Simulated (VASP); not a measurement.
Runs of VASP 6.6.1 on SnSe2. The structure is that of space group P-3m1 (No. 164), or close to it. The cells are those of the table. 

```tsv
cell	gap on the mesh (eV)	pressure (GPa)	largest force (eV/Å)
a = 4.054, b = 4.054, c = 5.853 Å, angles 90.0, 90.0, 120.0°, 3 atoms	-	-0.6	(c)
a = 3.614, b = 3.614, c = 7.366 Å, angles 90.0, 90.0, 120.0°, 3 atoms	-	0.9	1.36
a = 3.949, b = 3.949, c = 6.171 Å, angles 90.0, 90.0, 120.0°, 3 atoms	0.81	-0.3	0.45
a = 3.720, b = 3.720, c = 6.951 Å, angles 90.0, 90.0, 120.0°, 3 atoms	(b)	0.4	(a)
```

Alike in all rows: task single point; level r2SCAN; potentials or basis VASP PAW PBE potentials, release 64 (Sn_d, Se); no spin polarisation; k mesh 12 × 12 × 6; cutoff (eV) 520; smearing gaussian 0.05 eV.

Question: Estimate the missing entries.

Answer: (a) 0.66; (b) 0.55; (c) 0.72.

Caveats: the PAW data sets were made with another functional, which shifts forces and pressure a little; spin-orbit coupling is left out, which moves the levels of the heavy elements.

A k mesh can miss the band edges, and the runs leave out spin-orbit coupling on Se, Sn.
